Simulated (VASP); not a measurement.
# CdTe in VASP: notebook

CdTe is run at these levels: HSE06; tasks: single point.

Everything below comes from runs of VASP 6.6.1. Logs are shortened: lines on timing, memory, paths and dates and some standing lists are left out, and cuts for length are marked.

### 1 The cell of the first run

The structure is cubic, space group F-43m (No. 216). The conventional cell has a = 6.528 Å, b = 6.528 Å, c = 6.528 Å, α = 90.00°, β = 90.00°, γ = 90.00°. Within 3.7 Å of Cd (site symmetry -43m) lie 4 Te at 2.83 Å. Within 3.7 Å of Te (site symmetry -43m) lie 4 Cd at 2.83 Å.

### 2 Single point, HSE06 (strain -0.5%)

POSCAR

```
CdTe
1.0
    0.0000000000      3.2638833358      3.2638833358
    3.2638833358      0.0000000000      3.2638833358
    3.2638833358      3.2638833358      0.0000000000
Cd Te
1 1
Direct
    0.0000000000      0.0000000000      0.0000000000
    0.2500000000      0.2500000000      0.2500000000
```

INCAR.step1

```
PREC = Accurate
ENCUT = 520
EDIFF = 1E-5
ISMEAR = 0
SIGMA = 0.01
LREAL = F
LASPH = T
NELM = 60
ALGO = Normal
ISIF = 2
LWAVE = T
LCHARG = F
GGA = PE
NBANDS = 16
```

INCAR.step2

```
PREC = Accurate
ENCUT = 520
EDIFF = 1E-6
ISMEAR = 0
SIGMA = 0.01
LREAL = F
LASPH = T
NELM = 60
ALGO = Normal
ISIF = 2
LWAVE = F
LCHARG = F
GGA = PE
LHFCALC = T
HFSCREEN = 0.2079
PRECFOCK = Normal
ISTART = 1
NBANDS = 16
```

KPOINTS

```
Automatic mesh
0
Gamma
  4 4 4
```

Potentials or basis: VASP PAW PBE potentials, release 64 (Cd, Te).

Run with:

```
> cat potpaw_PBE.64/Cd/POTCAR potpaw_PBE.64/Te/POTCAR > POTCAR
> cp INCAR.step1 INCAR
> mpirun -np 1 vasp_std > vasp.out
> cp INCAR.step2 INCAR
> mpirun -np 1 vasp_std > vasp.out
```

OUTCAR:

```text
PREC = Accurate
   ENCUT = 520
   EDIFF = 1E-6
   ISMEAR = 0
   LREAL = F
   LASPH = T
   NELM = 60
   ISIF = 2
   GGA = PE
   LHFCALC = T
   HFSCREEN = 0.2079
   PRECFOCK = Normal
   ISTART = 1

 ion  position               nearest neighbor table
   1  0.000  0.000  0.000-   2 2.83   2 2.83   2 2.83   2 2.83
   2  0.250  0.250  0.250-   1 2.83   1 2.83   1 2.83   1 2.83

  LATTYP: Found a face centered cubic cell.
 ALAT       =     6.5277666716

  Lattice vectors:

 A1 = (   0.0000000000,   3.2638833358,   3.2638833358)
 A2 = (   3.2638833358,   0.0000000000,   3.2638833358)
 A3 = (   3.2638833358,   3.2638833358,   0.0000000000)

Analysis of symmetry for initial positions (statically):
=====================================================================
 Subroutine PRICEL returns:
 Original cell was already a primitive cell.

 Routine SETGRP: Setting up the symmetry group for a
 face centered cubic supercell.

 Subroutine GETGRP returns: Found 24 space group operations
 (whereof 24 operations were pure point group operations)
 out of a pool of 48 trial point group operations.

The static configuration has the point symmetry T_d .

Analysis of symmetry for dynamics (positions and initial velocities):
=====================================================================
 Subroutine PRICEL returns:
 Original cell was already a primitive cell.

 Routine SETGRP: Setting up the symmetry group for a
 face centered cubic supercell.

 Subroutine GETGRP returns: Found 24 space group operations
 (whereof 24 operations were pure point group operations)
 out of a pool of 48 trial point group operations.

The dynamic configuration has the point symmetry T_d .

 Subroutine INISYM returns: Found 24 space group operations
 (whereof 24 operations are pure point group operations),
 and found     1 'primitive' translations

----------------------------------------------------------------------------------------

                                     Primitive cell

  volume of cell :      69.5399

  direct lattice vectors                    reciprocal lattice vectors
     0.000000000  3.263883336  3.263883336    -0.153191750  0.153191750  0.153191750
     3.263883336  0.000000000  3.263883336     0.153191750 -0.153191750  0.153191750
     3.263883336  3.263883336  0.000000000     0.153191750  0.153191750 -0.153191750

  length of vectors
     4.615828079  4.615828079  4.615828079     0.265335894  0.265335894  0.265335894

  position of ions in fractional coordinates (direct lattice)
     0.000000000  0.000000000  0.000000000
     0.250000000  0.250000000  0.250000000

  ion indices of the primitive-cell ions
   primitive index   ion index
                 1           1
                 2           2

----------------------------------------------------------------------------------------

 KPOINTS: Automatic mesh

Automatic generation of k-mesh.
 Grid dimensions read from file:
 generate k-points for:    4    4    4

 Generating k-lattice:

  Cartesian coordinates                     Fractional coordinates (reciprocal lattice)
    -0.038297937  0.038297937  0.038297937     0.250000000  0.000000000  0.000000000
     0.038297937 -0.038297937  0.038297937     0.000000000  0.250000000  0.000000000
     0.038297937  0.038297937 -0.038297937     0.000000000  0.000000000  0.250000000

  Length of vectors
     0.066333974  0.066333974  0.066333974

  Shift w.r.t. Gamma in fractional coordinates (k-lattice)
     0.000000000  0.000000000  0.000000000

 Subroutine IBZKPT returns following result:
 ===========================================

 Found      8 irreducible k-points:

 Following reciprocal coordinates:
            Coordinates               Weight
  0.000000  0.000000  0.000000      1.000000
  0.250000  0.000000  0.000000      8.000000
  0.500000  0.000000  0.000000      4.000000
  0.250000  0.250000  0.000000      6.000000
  0.500000  0.250000  0.000000     24.000000
 -0.250000  0.250000  0.000000     12.000000
  0.500000  0.500000  0.000000      3.000000
 -0.250000  0.500000  0.250000      6.000000
   k-points           NKPTS =      8   k-points in BZ     NKDIM =     64   number of bands    NBANDS=     16
   number of dos      NEDOS =    301   number of ions     NIONS =      2
   total plane-waves  NPLWV =  46656
   dimension x,y,z NGX =    36 NGY =   36 NGZ =   36
   dimension x,y,z NGXF=    72 NGYF=   72 NGZF=   72
   ions per type =               1   1
   NGX,Y,Z   is equivalent  to a cutoff of  12.97, 12.97, 12.97 a.u.
   NGXF,Y,Z  is equivalent  to a cutoff of  25.93, 25.93, 25.93 a.u.
 SYSTEM =  unknown system
   PREC   = accura    normal or accurate (medium, high low for compatibility)
   ISTART =      1    job   : 0-new  1-cont  2-samecut
   ICHARG =      0    charge: 1-file 2-atom 10-const
   ISPIN  =      1    spin polarized calculation?
   LNONCOLLINEAR =      F non collinear calculations
   LSORBIT =      F    spin-orbit coupling
   LASPH  =      T    aspherical Exc in radial PAW
   ENCUT  =  520.0 eV  38.22 Ry    6.18 a.u.   8.58  8.58  8.58*2*pi/ulx,y,z
   NELM   =     60;   NELMIN=  2; NELMDL=  0     # of ELM steps
   EDIFF  = 0.1E-05   stopping-criterion for ELM
   LREAL  =      F    real-space projection
   EDIFFG = 0.1E-04   stopping-criterion for IOM
   NSW    =      0    number of steps for IOM
   IBRION =     -1    ionic relax: 0-MD 1-quasi-New 2-CG
   NFREE  =      0    steps in history (QN), initial steepest desc. (CG)
   ISIF   =      2    stress and relaxation
   ISYM   =      3    0-nonsym 1-usesym 2-fastsym
   POTIM  = 0.5000    time-step for ionic-motion
   TEBEG  =    0.0;   TEEND  =   0.0 temperature during run
   PSTRESS=    0.0 pullay stress
   NELECT =      18.0000    total number of electrons
   NUPDOWN=      -1.0000    fix difference up-down
   EMIN   =  10.00;   EMAX   =-10.00  energy-range for DOS
   EFERMI =   0.00;   METHOD = LEGACY
   ISMEAR =     0;   SIGMA  =   0.01  broadening in eV -4-tet -1-fermi 0-gaus
   EFERMI_NEDOS =   21; number of points for ismear=-14 and -15
   IALGO  =     38    algorithm
   IMIX   =      1    mixing-type and parameters
     AMIX     =   0.40;   BMIX     =  1.00
     AMIX_MAG =   1.60;   BMIX_MAG =  1.00
  volume/ion in A,a.u.               =      34.77       234.64
  Fermi-wavevector in a.u.,A,eV,Ry     =   1.043328  1.971605 14.810407  1.088534
  Thomas-Fermi vector in A             =   2.178033
   LORBIT       =      0    0 simple, 1 ext, 2 COOP (PROOUT), +10 PAW based schemes
   GGA     = PE    functional components
   LHFCALC =     T    Hartree Fock is set to
   PRECFOCK=normal    Normal, Fast or Accurate (Low or Medium for compatibility)
   ENCUT4O =  -1.0   cutoff for four orbital integrals eV
   NKREDX  =     1    reduce k-point grid by
   NKREDY  =     1    reduce k-point grid by
   NKREDZ  =     1    reduce k-point grid by
   AEXX    =    0.2500 exact exchange contribution
   HFSCREEN=    0.2079 screening length (either q_TF or 0.3 A-1)
   HFSCREENC=   0.2079 screening length for correlation (either q_TF or 0.3 A-1)
   ENCUTFOCK=  -1.0 apply spherical cutoff to Coloumb kernel
   IVDW    =     0    specifies the selected vdW correction
   LEPSILON=     F    determine dielectric tensor
   LRPA    =     F    only Hartree local field effects (RPA)
 non-spin polarized calculation
 Gauss-broadening in eV      SIGMA  =   0.01
  energy-cutoff  :      520.00
  volume of cell :       69.54
 maximum number of plane-waves:      1893
 NGX is ok and might be reduce to    36
  NGX = 28; NGY = 28; NGZ = 28

 number of electron      18.0000002 magnetization

 Free energy of the ion-electron system (eV)
  ---------------------------------------------------
  ext. energy  EPLUGINS =         0.00000000
  ---------------------------------------------------
  free energy    TOTEN  =        -5.99062085 eV

  energy without entropy =       -5.99062085  energy(sigma->0) =       -5.99062085

 E-fermi :   1.7713     XC(G=0):  -7.0838

 val. band max:        1.6566253353   @ k =   0.0000   0.0000   0.0000
 cond. band min:       3.1494719160   @ k =   0.0000   0.0000   0.0000
 fundamental gap:      1.4928465808
 Fermi energy:         1.7713321540

 k-point     1 :       0.0000    0.0000    0.0000
  band No.  band energies     occupation
      1     -10.3432      2.00000
      2      -7.8777      2.00000
      3      -7.8777      2.00000
      4      -7.8777      2.00000
      5      -7.6301      2.00000
      6      -7.6301      2.00000
[... 8 lines left out ...]
     15      11.9528      0.00000
     16      11.9528      0.00000

 k-point     2 :       0.2500    0.0000    0.0000
  band No.  band energies     occupation
      1     -10.1523      2.00000
      2      -7.8447      2.00000
      3      -7.8447      2.00000
      4      -7.6432      2.00000
      5      -7.6306      2.00000
      6      -7.6306      2.00000
[... 8 lines left out ...]
     15      11.0127      0.00000
     16      11.0127      0.00000

 k-point     3 :       0.5000    0.0000    0.0000
  band No.  band energies     occupation
      1      -9.9783      2.00000
      2      -7.8185      2.00000
      3      -7.8185      2.00000
      4      -7.6232      2.00000
      5      -7.6232      2.00000
      6      -7.1984      2.00000
[... 8 lines left out ...]
     15      13.0129      0.00000
     16      13.0129      0.00000

 k-point     4 :       0.2500    0.2500    0.0000
  band No.  band energies     occupation
      1     -10.0923      2.00000
      2      -7.8070      2.00000
      3      -7.8070      2.00000
      4      -7.6987      2.00000
      5      -7.6167      2.00000
      6      -7.5629      2.00000
[... 8 lines left out ...]
     15      12.5191      0.00000
     16      13.3800      0.00000

 k-point     5 :       0.5000    0.2500    0.0000
  band No.  band energies     occupation
      1      -9.9266      2.00000
      2      -7.7861      2.00000
      3      -7.7721      2.00000
      4      -7.6653      2.00000
      5      -7.6164      2.00000
      6      -7.1248      2.00000
[... 8 lines left out ...]
     15      13.2145      0.00000
     16      13.6854      0.00000

 k-point     6 :      -0.2500    0.2500    0.0000
  band No.  band energies     occupation
      1      -9.9793      2.00000
      2      -7.8047      2.00000
      3      -7.8007      2.00000
      4      -7.6372      2.00000
      5      -7.6355      2.00000
      6      -7.2695      2.00000
[... 8 lines left out ...]
     15      12.2390      0.00000
     16      13.8017      0.00000

 k-point     7 :       0.5000    0.5000    0.0000
  band No.  band energies     occupation
      1      -9.8755      2.00000
      2      -7.7293      2.00000
      3      -7.7293      2.00000
      4      -7.7163      2.00000
      5      -7.6031      2.00000
      6      -7.0198      2.00000
[... 8 lines left out ...]
     15      13.5081      0.00000
     16      14.2237      0.00000

 k-point     8 :      -0.2500    0.5000    0.2500
  band No.  band energies     occupation
      1      -9.8778      2.00000
      2      -7.7664      2.00000
      3      -7.7551      2.00000
      4      -7.6583      2.00000
      5      -7.6288      2.00000
      6      -6.9464      2.00000
[... 8 lines left out ...]
     15      13.8323      0.00000
     16      13.9652      0.00000

------------------------ aborting loop because EDIFF is reached ----------------------------------------

  FORCE on cell =-STRESS in cart. coord.  units (eV):
  Direction    XX          YY          ZZ          XY          YZ          ZX
  --------------------------------------------------------------------------------------
  -------------------------------------------------------------------------------------
  Total        0.3599187      0.3599187      0.3599187      0.0000000      0.0000000      0.0000000
  in kB        8.2924172      8.2924172      8.2924172      0.0000000      0.0000000      0.0000000
  external PRESSURE =       8.2924172 kB  Pullay stress =       0.0000000 kB

 VOLUME and BASIS-vectors are now :
 -----------------------------------------------------------------------------
  energy-cutoff  :      520.00
  volume of cell :       69.54
      direct lattice vectors                 reciprocal lattice vectors
     0.000000000  3.263883336  3.263883336    -0.153191750  0.153191750  0.153191750
     3.263883336  0.000000000  3.263883336     0.153191750 -0.153191750  0.153191750
     3.263883336  3.263883336  0.000000000     0.153191750  0.153191750 -0.153191750

 POSITION                                       TOTAL-FORCE (eV/Angst)
 -----------------------------------------------------------------------------------
      0.00000      0.00000      0.00000         0.000000      0.000000      0.000000
      1.63194      1.63194      1.63194        -0.000000     -0.000000     -0.000000
 -----------------------------------------------------------------------------------
    total drift:                               -0.000001      0.000005      0.000000

  FREE ENERGIE OF THE ION-ELECTRON SYSTEM (eV)
  ---------------------------------------------------
  free  energy   TOTEN  =        -5.9906208459 eV

  energy  without entropy=       -5.9906208459  energy(sigma->0) =       -5.99062085
```

It took 9.7 min on 1 thread of Intel Xeon 6975P-C (Granite Rapids), shared host; peak memory 0.31 GiB.

What came out:

| Quantity | Value |
| --- | --- |
| Free energy | -5.9906 eV |
| Pressure | 0.8 GPa |
| Band gap on the k mesh | 1.49 eV, direct |

Caveat: the cell differs from its parent crystal (strain -0.5%); the PAW data sets were made with another functional, which shifts forces and pressure a little; spin-orbit coupling is left out, which moves the levels of the heavy elements.

### 3 Single point, HSE06 (biaxial xy strain -2.7%)

POSCAR

```
CdTe
1.0
    0.0000000000      3.1927083098      3.2799551159
    3.1927083098      0.0000000000      3.2799551159
    3.1927083098      3.1927083098      0.0000000000
Cd Te
1 1
Direct
    0.0000000000      0.0000000000      0.0000000000
    0.2500000000      0.2500000000      0.2500000000
```

INCAR.step1

```
PREC = Accurate ; ENCUT = 520
EDIFF = 1E-5 ; ISMEAR = 0
SIGMA = 0.01 ; LREAL = False
LASPH = True ; NELM = 100
ALGO = Normal ; ISIF = 2
LWAVE = True ; LCHARG = False
NBANDS = 16 ; GGA = PE
```

INCAR.step2

```
PREC = Accurate ; ENCUT = 520
EDIFF = 1E-6 ; ISMEAR = 0
SIGMA = 0.01 ; LREAL = False
LASPH = True ; NELM = 100
ALGO = Normal ; ISIF = 2
LWAVE = False ; LCHARG = False
GGA = PE ; LHFCALC = True
HFSCREEN = 0.2079 ; PRECFOCK = Normal
NBANDS = 16 ; ISTART = 1
```

KPOINTS is that of step 2.

Potentials or basis: VASP PAW PBE potentials, release 64 (Cd, Te).

Run with:

```
> cat potpaw_PBE.64/Cd/POTCAR potpaw_PBE.64/Te/POTCAR > POTCAR
> cp INCAR.step1 INCAR
> mpirun -np 1 vasp_std > vasp.out
> cp INCAR.step2 INCAR
> mpirun -np 1 vasp_std > vasp.out
```

Run time: 12 min. Hardware: 1 thread of Intel Xeon 6975P-C (Granite Rapids), shared host; peak memory 0.32 GiB.

Results (log left out):

* Free energy: -5.9594 eV
* Pressure: 2.7 GPa
* Band gap on the k mesh: 1.59 eV, direct

Stress tensor (GPa, compression positive):
```
2.84 0.00 0.00
0.00 2.84 0.00
0.00 0.00 2.36
```

Levels at points of the mesh, in eV from the valence-band top:
```
           k point  band 5  band 6  band 7  band 8  band 9  band 10  band 11  band 12  band 13  band 14
(0.00, 0.00, 0.00)   -9.41   -9.41   -0.10    0.00    0.00     1.59     5.43     5.43     5.43     8.51
(0.50, 0.00, 0.00)   -9.40   -8.95   -4.88   -0.96   -0.81     2.60     5.93     6.10     7.97     9.80
(0.50, 0.50, 0.00)   -9.38   -8.79   -4.82   -2.01   -2.01     3.27     3.58     9.93    10.45    10.45
(0.50, 0.00, 0.50)   -9.38   -8.73   -4.68   -2.16   -2.11     3.16     3.36    10.13    10.30    10.52
```

Caveat: the k points lie up to 0.42 Å⁻¹ apart; the cell differs from its parent crystal (biaxial xy strain -2.7%); the PAW data sets were made with another functional, which shifts forces and pressure a little; spin-orbit coupling is left out, which moves the levels of the heavy elements.
